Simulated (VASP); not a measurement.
ZrIn2S2:

```xyz
5
Lattice="3.5716 0.0000 0.0000 -1.7858 3.0931 0.0000 0.0000 0.0000 11.1172" Properties=species:S:1:pos:R:3 pbc="T T T"
Zr    0.0000    0.0000    0.0000
In    0.0000    2.0621    4.2793
In    1.7858    1.0310    6.8379
S     0.0000    2.0621    9.5642
S     1.7858    1.0310    1.5529
```

The cell was generated, and may not be a known phase.

```yaml
Program: VASP 6.6.1
Task: relaxation of cell and atoms
Functional: PBE
Potentials_or_basis: VASP PAW PBE potentials, release 64 (Zr_sv, In_d, S)
Cutoff: 600 eV
k_mesh: 12 × 12 × 4
Occupations: gaussian, width 0.1 eV
Spin: no spin polarisation
```

At the start: pressure -0.1 GPa; volume 24.56 Å³/atom.

Problem. Where does the relaxation end?

Solution. Over 22 steps the energy falls by 3.1 meV/atom and the volume is 24.40 Å³/atom (-0.7 %); space group P-3m1 (No. 164, to 0.1 Å) before and after.

Step by step:
| step | energy change (eV) | largest force (eV/Å) | pressure (GPa) | volume (Å³) |
| --- | --- | --- | --- | --- |
| 1 | 0.0000 | 0.1511 | -0.06 | 122.82 |
| 2 | -0.0024 | 0.1418 | 0.03 | 122.65 |
| 3 | -0.0079 | 0.1117 | 0.27 | 122.16 |
| 4 | -0.0105 | 0.1783 | 0.83 | 121.17 |
| 5 | -0.0110 | 0.1447 | 0.66 | 121.45 |
| 6 | -0.0121 | 0.1227 | 0.56 | 121.60 |
| 7 | -0.0145 | 0.0597 | 0.24 | 122.04 |
| 8 | -0.0140 | 0.0660 | -0.33 | 122.94 |
| 9 | -0.0151 | 0.0149 | 0.00 | 122.42 |
| 10 | -0.0152 | 0.0133 | -0.01 | 122.43 |
| 11 | -0.0154 | 0.0124 | -0.02 | 122.45 |
| 12 | -0.0155 | 0.0228 | -0.06 | 122.49 |
| 13 | -0.0155 | 0.0201 | -0.04 | 122.48 |
| 14 | -0.0155 | 0.0167 | -0.03 | 122.47 |
| 15 | -0.0155 | 0.0183 | -0.04 | 122.48 |
| 16 | -0.0155 | 0.0198 | -0.04 | 122.48 |
| 17 | -0.0155 | 0.0205 | -0.03 | 122.40 |
| 18 | -0.0156 | 0.0243 | 0.03 | 122.17 |
| 19 | -0.0155 | 0.0315 | 0.16 | 121.71 |
| 20 | -0.0156 | 0.0258 | 0.08 | 122.05 |
| 21 | -0.0156 | 0.0219 | 0.05 | 122.03 |
| 22 | -0.0157 | 0.0068 | 0.03 | 121.99 |

Final structure:
```yaml
crystal:
  lattice:
    - [3.54770, 0.00000, 0.00000]
    - [-1.77385, 3.07240, 0.00000]
    - [0.00000, 0.00000, 11.19217]
  atoms:
    - { symbol: Zr, position: [0.00000, 0.00000, 0.00000] }
    - { symbol: In, position: [0.33333, 0.66667, 0.37667] }
    - { symbol: In, position: [0.66667, 0.33333, 0.62333] }
    - { symbol: S, position: [0.33333, 0.66667, 0.86015] }
    - { symbol: S, position: [0.66667, 0.33333, 0.13985] }
```
